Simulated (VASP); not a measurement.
# GaSi16 (a cell with a defect) in VASP: a series of runs, part 2 of 2

VASP 6.6.1.

## (4) Single point, PBE+D3(BJ), collinear spin, zero start

Input file INCAR:

```
SYSTEM = GaSi16
PREC = Accurate
ENCUT = 520
EDIFF = 1E-6
ISMEAR = 0
SIGMA = 0.02
LREAL = Auto
LASPH = .True.
NELM = 150
ALGO = Normal
ISIF = 2
LWAVE = .False.
LCHARG = .False.
ISPIN = 2
MAGMOM = 0 0 0 0 0 0 0 0 0 0 0 0 0 0 0 0 0
LORBIT = 11
GGA = PE
IVDW = 12
NBANDS = 56
```

Input file KPOINTS:

```
Automatic mesh
0
Gamma
  2 2 2
  0 0 0
```

Input file POSCAR:

```
GaSi16
1.0
    0.0000000000      5.4300000000      5.4300000000
    5.4300000000      0.0000000000      5.4300000000
    5.4300000000      5.4300000000      0.0000000000
Si Ga
16 1
Direct
    0.0188182320      0.0181305709     -0.0557383057
    0.1166207182      0.1159654696      0.1158253223
   -0.0012093923     -0.0018841621      0.4880322284
    0.1436498158      0.1429737569      0.5697549724
   -0.0350853591      0.5112781768      0.0119164825
    0.1166290976      0.6509408840      0.1158283610
   -0.0012117864      0.5144139963      0.4880381215
    0.1104323204      0.6269919890      0.6349472376
    0.5119477901     -0.0357750460      0.0119065378
    0.6516170350      0.1159641805      0.1158266114
    0.5150895948     -0.0018846225      0.4880332413
    0.6276649171      0.1097590239      0.6349398711
    0.5119186924      0.5112789134      0.0119175875
    0.6043445672      0.6036662983      0.1876744015
    0.4790794659      0.4784069061      0.5634632597
    0.6276567219      0.6269918969      0.6349484346
    0.3340290055      0.3333249540      0.9986474217
```

Potentials or basis: VASP PAW PBE potentials, release 64 (Si, Ga_d).

The run is started by

```console
cat potpaw_PBE.64/Si/POTCAR potpaw_PBE.64/Ga_d/POTCAR > POTCAR
mpirun -np 1 vasp_std > vasp.out
```

OUTCAR:

```text
SYSTEM = GaSi16
   PREC = Accurate
   ENCUT = 520
   EDIFF = 1E-6
   ISMEAR = 0
   LREAL = Auto
   LASPH = .True.
   NELM = 150
   ISIF = 2
   ISPIN = 2
   LORBIT = 11
   GGA = PE
   IVDW = 12
 IVDW          = 12

 ion  position               nearest neighbor table
   1  0.019  0.018  0.944-   6 2.33   2 2.33  10 2.33   4 2.35
   2  0.117  0.116  0.116-   1 2.33   3 2.34  17 2.48   5 2.49   9 2.49
   3  0.999  0.998  0.488-   8 2.33  12 2.33   2 2.34   4 2.35
   4  0.144  0.143  0.570-   3 2.35  11 2.35   7 2.35   1 2.35
   5  0.965  0.511  0.012-  14 2.29   8 2.37  17 2.43   6 2.49   2 2.49
   6  0.117  0.651  0.116-   1 2.33   7 2.34  17 2.48   5 2.49  13 2.49
   7  0.999  0.514  0.488-   8 2.33  16 2.33   6 2.34   4 2.35
   8  0.110  0.627  0.635-   3 2.33   7 2.33  15 2.34   5 2.37
   9  0.512  0.964  0.012-  14 2.29  12 2.37  17 2.43   2 2.49  10 2.49
  10  0.652  0.116  0.116-   1 2.33  11 2.34  17 2.48  13 2.49   9 2.49
  11  0.515  0.998  0.488-  16 2.33  12 2.33  10 2.34   4 2.35
  12  0.628  0.110  0.635-  11 2.33   3 2.33  15 2.34   9 2.37
  13  0.512  0.511  0.012-  14 2.29  16 2.37  17 2.43   6 2.49  10 2.49
  14  0.604  0.604  0.188-   9 2.29  13 2.29   5 2.29  15 2.36
  15  0.479  0.478  0.563-   8 2.34  16 2.34  12 2.34  14 2.36  17 2.73
  16  0.628  0.627  0.635-  11 2.33   7 2.33  15 2.34  13 2.37
  17  0.334  0.333  0.999-   9 2.43  13 2.43   5 2.43  10 2.48   2 2.48   6 2.48  15 2.73

  LATTYP: Found a face centered cubic cell.
 ALAT       =    10.8600000000

  Lattice vectors:

 A1 = (   0.0000000000,   5.4300000000,   5.4300000000)
 A2 = (   5.4300000000,   0.0000000000,   5.4300000000)
 A3 = (   5.4300000000,   5.4300000000,   0.0000000000)

Analysis of symmetry for initial positions (statically):
=====================================================================
 Subroutine PRICEL returns:
 Original cell was already a primitive cell.

 Routine SETGRP: Setting up the symmetry group for a
 face centered cubic supercell.

 Subroutine GETGRP returns: Found  2 space group operations
 (whereof  1 operations were pure point group operations)
[... 524 lines left out ...]

 k-point     1 :       0.0000    0.0000    0.0000
  band No.  band energies     occupation
      1      -8.6815      1.00000
      2      -8.6815      1.00000
      3      -8.6280      1.00000
      4      -8.5627      1.00000
      5      -8.5627      1.00000
      6      -6.0731      1.00000
[... 307 lines left out ...]
     49      10.3493      0.00000
     50      10.4309      0.00000
 [bands above 50 left out]

------------------------ aborting loop because EDIFF is reached ----------------------------------------

 Edisp (eV)   -5.62282

 E8    (eV) :    -2.3445

  FORCE on cell =-STRESS in cart. coord.  units (eV):
  Direction    XX          YY          ZZ          XY          YZ          ZX
  --------------------------------------------------------------------------------------
  -------------------------------------------------------------------------------------
  Total       5.08664     5.08688     5.08688    -2.24283     2.23688     2.24283
  in kB      25.45142    25.45264    25.45264   -11.22218    11.19242    11.22218
  external pressure =       25.45 kB  Pullay stress =        0.00 kB

 VOLUME and BASIS-vectors are now :
 -----------------------------------------------------------------------------
  energy-cutoff  :      520.00
  volume of cell :      320.21
      direct lattice vectors                 reciprocal lattice vectors
     0.000000000  5.430000000  5.430000000    -0.092081031  0.092081031  0.092081031
     5.430000000  0.000000000  5.430000000     0.092081031 -0.092081031  0.092081031
     5.430000000  5.430000000  0.000000000     0.092081031  0.092081031 -0.092081031

 POSITION                                       TOTAL-FORCE (eV/Angst)
 -----------------------------------------------------------------------------------
      5.22579      5.22952      0.20063         0.071082      0.070403     -0.070403
      1.25862      1.26218      1.26294         0.065060      0.066063      0.014876
      8.06978      8.07345     10.84320         0.011492      0.010826     -0.056473
      3.87012      3.87379      1.55637         0.073810      0.073543     -0.073543
      2.84095      5.30419      8.01573         0.068751      0.003182     -0.069793
      4.16356      1.26224      4.16791        -0.015330      0.066160     -0.066160
[... 9 lines left out ...]
      6.85234      6.85595      6.81274         0.016003      0.016164      0.025392
      7.23261      7.23643      3.62373        -0.588762     -0.588423      0.588423
 -----------------------------------------------------------------------------------
    total drift:                                0.002799      0.003211      0.005176

  FREE ENERGIE OF THE ION-ELECTRON SYSTEM (eV)
  ---------------------------------------------------
  free  energy   TOTEN  =       -90.8130858324 eV

  energy  without entropy=      -90.8127595719  energy(sigma->0) =      -90.81292270

 total charge

# of ion       s       p       d       tot
------------------------------------------
    1        0.752   0.946   0.000   1.698
    2        0.755   0.914   0.000   1.668
    3        0.741   0.954   0.000   1.696
    4        0.748   0.949   0.000   1.696
    5        0.763   0.911   0.000   1.674
    6        0.755   0.914   0.000   1.668
[... 9 lines left out ...]
   16        0.747   0.942   0.000   1.690
   17        1.034   0.816  10.041  11.892
--------------------------------------------------
tot         13.067  15.778  10.041  38.886

 magnetization (x)

# of ion       s       p       d       tot
------------------------------------------
    1        0.000   0.000   0.000   0.000
    2        0.000   0.000   0.000   0.000
    3       -0.000  -0.000   0.000  -0.000
    4       -0.000   0.000   0.000   0.000
    5        0.000   0.000   0.000   0.000
    6        0.000   0.000   0.000   0.000
[... 9 lines left out ...]
   16        0.000   0.000   0.000   0.000
   17        0.000  -0.000  -0.000  -0.000
--------------------------------------------------
tot          0.000   0.000  -0.000   0.000
```

OSZICAR:

```text
N       E                     dE             d eps       ncg     rms          rms(c)
DAV:   1     0.336574204196E+03    0.33657E+03   -0.29167E+04  1344   0.126E+03
DAV:   2    -0.390868194759E+02   -0.37566E+03   -0.34588E+03  1528   0.248E+02
DAV:   3    -0.844911736813E+02   -0.45404E+02   -0.42777E+02  1592   0.884E+01
DAV:   4    -0.867121435733E+02   -0.22210E+01   -0.21821E+01  1728   0.184E+01
DAV:   5    -0.867927634434E+02   -0.80620E-01   -0.80207E-01  1816   0.343E+00    0.142E+01
DAV:   6    -0.856500408963E+02    0.11427E+01   -0.76008E-01  1736   0.518E+00    0.853E+00
DAV:   7    -0.851834602376E+02    0.46658E+00   -0.13199E+00  1608   0.364E+00    0.695E-01
DAV:   8    -0.851876346650E+02   -0.41744E-02   -0.13026E-01  1656   0.193E+00    0.459E-01
DAV:   9    -0.851891849239E+02   -0.15503E-02   -0.96791E-03  1928   0.471E-01    0.248E-01
DAV:  10    -0.851898792569E+02   -0.69433E-03   -0.18120E-03  1608   0.168E-01    0.136E-01
DAV:  11    -0.851901715792E+02   -0.29232E-03   -0.29259E-04  1768   0.658E-02    0.698E-02
DAV:  12    -0.851902479328E+02   -0.76354E-04   -0.83974E-05  1576   0.461E-02    0.231E-02
DAV:  13    -0.851902610630E+02   -0.13130E-04   -0.16283E-05  1640   0.167E-02    0.579E-03
DAV:  14    -0.851902626181E+02   -0.15551E-05   -0.20611E-06  1336   0.575E-03    0.330E-03
DAV:  15    -0.851902629150E+02   -0.29686E-06   -0.54770E-07   960   0.286E-03
   1 F= -.90813086E+02 E0= -.90812923E+02  d E =-.326261E-03  mag=    -0.0000
```

stdout:

```text
POSCAR found type information on POSCAR SiGa
 POSCAR found :  2 types and      17 ions
 scaLAPACK will be used
 LDA part: xc-table for (Slater+PW92), standard interpolation
 POSCAR, INCAR and KPOINTS ok, starting setup
 FFT: planning ... GRIDC
 FFT: planning ... GRID_SOFT
 FFT: planning ... GRID
 WAVECAR not read
 entering main loop
```

It took 2.6 min on 1 thread of Intel Xeon 6975P-C (Granite Rapids), shared host; peak memory 0.69 GiB.

Results:

* Free energy: -90.8131 eV
* Pressure: 2.5 GPa
* Largest force: 1.019 eV/Å
* Net moment: 0.00 μB per cell
* Valence electrons inside the program's atomic spheres: Si 1.70, 1.67, 1.69, 1.73 (each value once); Ga 11.89
* Dispersion energy per atom: -0.331 eV

Forces in eV/Å, atoms in the order of the input:
```
Si   0.071  0.070 -0.070
Si   0.065  0.066  0.015
Si   0.011  0.011 -0.056
Si   0.074  0.074 -0.074
Si   0.069  0.003 -0.070
Si  -0.015  0.066 -0.066
Si   0.056  0.011 -0.011
Si   0.016 -0.025 -0.016
Si   0.005  0.068 -0.068
Si   0.065 -0.015 -0.066
Si   0.011  0.056 -0.011
Si  -0.025  0.016 -0.016
Si   0.069  0.070 -0.003
Si   0.057  0.057 -0.057
Si   0.043  0.044 -0.044
Si   0.016  0.016  0.025
Ga  -0.589 -0.588  0.588
```

Levels at points of the mesh, in eV from the Fermi level:
Spin up:
```csv
k point,band 34,band 35,band 36,band 37,band 38,band 39,band 40,band 41,band 42,band 43
"(0.00, 0.00, 0.00)",-1.82,-1.63,-0.87,-0.68,-0.68,-0.65,-0.18,-0.18,0.07,0.07
"(0.50, 0.00, 0.00)",-1.67,-1.53,-1.53,-1.50,-0.66,0.04,0.24,0.67,0.73,0.87
"(0.00, 0.50, 0.00)",-1.67,-1.53,-1.53,-1.50,-0.66,0.04,0.24,0.67,0.73,0.87
"(0.00, 0.00, 0.50)",-1.45,-1.45,-1.37,-1.37,-1.15,-0.03,0.36,0.36,1.05,1.09
"(0.50, 0.50, 0.00)",-2.24,-2.12,-1.97,-1.89,-0.46,0.06,0.74,1.30,1.39,1.62
"(0.00, 0.50, 0.50)",-2.24,-2.12,-1.97,-1.89,-0.46,0.06,0.74,1.30,1.39,1.62
```
Spin down:
| k point | band 36 | band 37 | band 38 | band 39 | band 40 | band 41 |
| --- | --- | --- | --- | --- | --- | --- |
| (0.00, 0.00, 0.00) | -0.87 | -0.68 | -0.68 | -0.65 | -0.18 | -0.18 |
| (0.50, 0.00, 0.00) | -1.53 | -1.50 | -0.66 | 0.04 | 0.24 | 0.67 |
| (0.00, 0.50, 0.00) | -1.53 | -1.50 | -0.66 | 0.04 | 0.24 | 0.67 |
| (0.00, 0.00, 0.50) | -1.37 | -1.37 | -1.15 | -0.03 | 0.36 | 0.36 |
| (0.50, 0.50, 0.00) | -1.97 | -1.89 | -0.46 | 0.06 | 0.74 | 1.30 |
| (0.00, 0.50, 0.50) | -1.97 | -1.89 | -0.46 | 0.06 | 0.74 | 1.30 |

Caveat: the k points lie up to 0.50 Å⁻¹ apart.

## (5) Overview

```csv
cell,gap on the mesh (eV),pressure (GPa),moment (μB),largest force (eV/Å)
"as given, atomic positions A",none,3.2,0.00,0.12
"as given, atomic positions B",none,2.9,0.00,0.34
"as given, atomic positions C",none,2.5,0.00,1.02
```

Alike in all rows: task single point; level PBE+D3(BJ); potentials or basis VASP PAW PBE potentials, release 64 (Si, Ga_d); spin collinear, zero start; k mesh 2 × 2 × 2; cutoff (eV) 520; smearing gaussian 0.02 eV.

Caveats: all runs use coarse meshes.

Absolute energies hang on the potentials; compare differences alone.
